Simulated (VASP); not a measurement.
Write the native input for VASP 6.6.1 that does the following.

```yaml
Task: single point
Functional: revPBE
Dispersion: D3(BJ)
Potentials_or_basis: VASP PAW PBE potentials, release 64 (V_sv)
Cutoff: 520 eV
k_mesh: 12 × 12 × 12
Occupations: fermi-dirac, width 0.05 eV
Spin: collinear spin, ferromagnetic start
Starting_moments: "[2.0] μB"
Dipole_correction: no
Further_INCAR_settings: ALGO = Normal; EDIFF = 1e-06; NBANDS = 16
```

The structure of V lies in POSCAR:

```
V
1.0
   -1.5440506776      1.5440506776      1.5440506776
    1.5440506776     -1.5440506776      1.5440506776
    1.5440506776      1.5440506776     -1.5440506776
V
1
Direct
    0.0000000000      0.0000000000      0.0000000000
```

One way to write it, as run:

INCAR

```
ALGO     = Normal         # electronic algorithm
EDIFF    = 1E-6           # SCF threshold, eV
ENCUT    = 520            # plane-wave cutoff, eV
GGA      = RE             # functional
ISIF     = 2              # what is computed and relaxed
ISMEAR   = -1             # smearing method
ISPIN    = 2              # spin polarisation
IVDW     = 12             # dispersion correction
LASPH    = True           # aspherical terms in the spheres
LCHARG   = False          # write CHGCAR
LMAXMIX  = 4              # l up to which the mixer works
LORBIT   = 11             # projections on sites
LREAL    = False          # projectors in reciprocal space
LWAVE    = False          # write WAVECAR
MAGMOM   = 2              # initial moments
NBANDS   = 16             # bands
NELM     = 150            # most SCF steps
PREC     = Accurate       # precision mode
SIGMA    = 0.05           # smearing width, eV
```

KPOINTS

```
k-points
0
Gamma
  12 12 12
```

Potentials or basis: VASP PAW PBE potentials, release 64 (V_sv).

Launch:

```console
$ cat potpaw_PBE.64/V_sv/POTCAR > POTCAR
$ mpirun -np 1 vasp_std > vasp.out
```

It gave:

The pressure is -24.0 GPa. The net moment is 0.00 μB per cell and the valence electrons inside the program's atomic spheres are V 11.50. The dispersion energy per atom is -1.160 eV.

Caveat: the cell stands under tension; the dispersion term is far too large for a dense solid, which distorts pressure and volume; the moments typed at the start vanished in this run; the PAW data sets were made with another functional, which shifts forces and pressure a little.

Wall time 16 s on 1 thread of Intel(R) Xeon(R) 6975P-C (Granite Rapids) (shared host), peak memory 0.15 GiB.
